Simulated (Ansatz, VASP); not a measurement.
**Al: VASP beside Ansatz**

```
Al
1.0
     2.75758    0.00000    0.00000
     0.00000    2.75758    0.00000
     0.00000    0.00000    2.75758
Al
1
Direct
  0.00000 0.00000 0.00000
```

Alike in both runs: task single point; functional PBE; k mesh 10 × 10 × 10; occupations fermi-dirac, width 0.05 eV; no spin polarisation.

|  | VASP | Ansatz |
| --- | --- | --- |
| version | VASP 6.6.1 | Ansatz 0.2.0 |
| potentials or method | VASP PAW PBE potentials, release 64 (Al) | Ansatz PAW soft_1 |
| plane-wave cutoff (eV) | 500 | 420 |
| valence electrons in the cell | 3 | 3 |

|  | VASP | Ansatz | Ansatz less VASP |
| --- | --- | --- | --- |
| gap on the k mesh at the Fermi level (eV) | none | none | - |
| pressure (GPa) | -1.8 | -1.8 | +0.01 |

A gap of «none» marks a metal or a gap that the smearing closes. With one functional, cell and mesh, what is left measures potentials, basis and numerics.
